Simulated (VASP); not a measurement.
Here is a VASP 6.6.1 calculation.

File INCAR:

```
ALGO     = Normal         # electronic algorithm
EDIFF    = 1E-6           # SCF threshold, eV
ENCUT    = 520            # plane-wave cutoff, eV
GGA      = PS             # functional
ISIF     = 2              # what is computed and relaxed
ISMEAR   = 0              # smearing method
LASPH    = True           # aspherical terms in the spheres
LCHARG   = True           # write CHGCAR
LELF     = True           # ELF
LREAL    = False          # projectors in reciprocal space
LVHAR    = True         
LWAVE    = False          # write WAVECAR
NBANDS   = 11             # bands
NELM     = 60             # most SCF steps
PREC     = Accurate       # precision mode
SIGMA    = 0.01           # smearing width, eV
```

Contents of KPOINTS:

```
k-points
0
Gamma
  10 10 10
```

Contents of POSCAR:

```
MgO
1.0
    0.0000000000      2.1071401257      2.1176758263
    2.1071401257      0.0000000000      2.1176758263
    2.1071401257      2.1071401257      0.0000000000
Mg O
1 1
Direct
    0.0000000000      0.0000000000      0.0000000000
    0.5000000000      0.5000000000      0.5000000000
```

Potentials or basis: VASP PAW PBE potentials, release 64 (Mg, O).

The run is started by

```console
$ cat potpaw_PBE.64/Mg/POTCAR potpaw_PBE.64/O/POTCAR > POTCAR
$ mpirun -np 1 vasp_std > vasp.out
```

(1) Predict the band gap on the k mesh.

(2) Predict the pressure.

## Answers

(1) 4.56 eV, direct.

(2) -1.3 GPa.

Caveat: the cell differs from its parent crystal (z stretched by +0.5 %, x and y held); the PAW data sets were made with another functional, which shifts forces and pressure a little.
